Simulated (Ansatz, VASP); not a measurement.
**In2O: VASP beside Ansatz**

```
In O
1.0
     3.35402    0.00000    0.00000
    -1.67701    2.90467    0.00000
     0.00000    0.00000   12.45340
In O
4 2
Direct
  0.00000 0.00000 0.38287
  0.00000 0.00000 0.61713
  0.66667 0.33333 0.11404
  0.33333 0.66667 0.88596
  0.66667 0.33333 0.30371
  0.33333 0.66667 0.69629
```

Alike in both runs: functional PBEsol; k mesh 12 × 12 × 4; occupations fermi-dirac, width 0.15 eV; no spin polarisation.

Ansatz relaxed the structure, and its values are those at the end. VASP's run is a single point on that final structure, the one shown.

|  | VASP | Ansatz |
| --- | --- | --- |
| version | VASP 6.6.1 | Ansatz 0.2.0 |
| potentials or method | VASP PAW PBE potentials, release 64 (In_d, O), cutoff 520 eV | scalar-relativistic, plane waves, PAW |
| valence electrons in the cell | 64 | 64 |

Ansatz gave:

| Quantity | Value |
| --- | --- |
| gap on the k mesh at the Fermi level (eV) | none |
| pressure (GPa) | 0.0 |
| rms of the force components (eV/Å) | 0.000 |

Problem. What did VASP give for the same quantities?

Solution. gap on the k mesh at the Fermi level (eV): none; pressure (GPa): 0.1; rms of the force components (eV/Å): 0.019.

VASP's potentials were made for PBE, not for PBEsol. A gap of «none» marks a metal or a gap that the smearing closes. With one functional, cell and mesh, what is left measures potentials, basis and numerics.
